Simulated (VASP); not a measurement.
Runs of VASP 6.6.1 on Li2Cu. The structure is that of space group P-3m1 (No. 164), or close to it. The cells are those of the table. 

| task | cell | k mesh | cutoff (eV) | gap on the mesh (eV) | largest force (eV/Å) |
| --- | --- | --- | --- | --- | --- |
| relaxation of cell and atoms | relaxed from a = 2.970, b = 2.970, c = 7.061 Å, angles 90.0, 90.0, 120.0°, 3 atoms | 6 × 6 × 4 | 600 | none | 0.02 |
| single point | a = 2.704, b = 2.704, c = 6.811 Å, angles 90.0, 90.0, 120.0°, 3 atoms | 18 × 18 × 8 | 520 | none | 0.01 |
| single point | a = 2.783, b = 2.783, c = 6.553 Å, angles 90.0, 90.0, 120.0°, 3 atoms | 6 × 6 × 4 | 520 | none | 0.02 |
| single point | a = 2.970, b = 2.970, c = 7.061 Å, angles 90.0, 90.0, 120.0°, 3 atoms | 6 × 6 × 4 | 520 | none | (a) |

Alike in all rows: level PBE; potentials or basis VASP PAW PBE potentials, release 64 (Li_sv, Cu); no spin polarisation; smearing gaussian 0.1 eV.

Q: Fill in the values left out.

A: (a) 0.48.

Caveats: some runs use coarse meshes.

A gap of «none» marks levels without a gap at the run's occupations.
